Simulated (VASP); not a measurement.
# InSb: single point with PBE

InSb:

```xyz
4
Lattice="4.5605 0.0000 0.0000 0.0000 4.5605 0.0000 0.0000 0.0000 5.2978" Properties=species:S:1:pos:R:3 pbc="T T T"
In    2.2802    0.0000    5.2658
In    0.0000    2.2802    0.0320
Sb    2.2802    2.2802    2.6489
Sb    0.0000    0.0000    2.6489
```

```yaml
Program: VASP 6.6.1
Task: single point
Functional: PBE
Potentials_or_basis: VASP PAW PBE potentials, release 64 (In_d, Sb)
Cutoff: 520 eV
k_mesh: 4 × 4 × 2
Occupations: gaussian, width 0.1 eV
Spin: no spin polarisation
Dipole_correction: no
Further_INCAR_settings: ALGO = Normal; EDIFF = 1e-06; NBANDS = 26
```

| Item | Value |
| --- | --- |
| Pressure | 0.0 GPa |
| Largest force | 0.007 eV/Å |
| Band gap on the k mesh | zero (band 18 reaches 8.31 eV, above the bottom of band 19 at 6.49 eV) |

Forces on the atoms (eV/Å):
```
In   0.000  0.000  0.007
In   0.000  0.000 -0.007
Sb   0.000  0.000  0.000
Sb   0.000  0.000  0.000
```

Stress tensor (GPa, compression positive):
```
 0.09  0.00  0.00
 0.00  0.09  0.00
 0.00  0.00 -0.06
```

Levels at points of the mesh, in eV from the Fermi level:
| k point | band 14 | band 15 | band 16 | band 17 | band 18 | band 19 | band 20 | band 21 | band 22 | band 23 |
| --- | --- | --- | --- | --- | --- | --- | --- | --- | --- | --- |
| (0.00, 0.00, 0.00) | -4.12 | -3.26 | -3.26 | -1.51 | 0.90 | 1.76 | 1.76 | 2.92 | 2.92 | 3.82 |
| (0.50, 0.00, 0.00) | -4.23 | -2.15 | -2.15 | -1.23 | -1.23 | -0.31 | -0.31 | 4.02 | 4.02 | 4.35 |
| (0.50, 0.50, 0.00) | -6.03 | -1.40 | -1.40 | -1.00 | -1.00 | -0.92 | -0.92 | 0.80 | 0.80 | 5.09 |
| (0.00, 0.00, 0.50) | -2.62 | -2.62 | -1.00 | -0.14 | -0.14 | 0.09 | 1.20 | 1.37 | 2.39 | 3.41 |
| (0.50, 0.00, 0.50) | -6.09 | -0.82 | -0.82 | -0.68 | -0.68 | 0.78 | 0.78 | 2.07 | 2.07 | 4.46 |
| (0.50, 0.50, 0.50) | -4.94 | -4.36 | -4.36 | -3.83 | -3.83 | 3.78 | 3.78 | 5.13 | 5.13 | 5.26 |

Run time: 28 s on 1 thread of Intel(R) Xeon(R) Platinum 8259CL CPU @ 2.50GHz (Skylake/Cascade Lake), with other jobs on the host, peak memory 0.22 GiB.

Caveat: the k points lie up to 0.59 Å⁻¹ apart; spin-orbit coupling is left out, which moves the levels of the heavy elements.
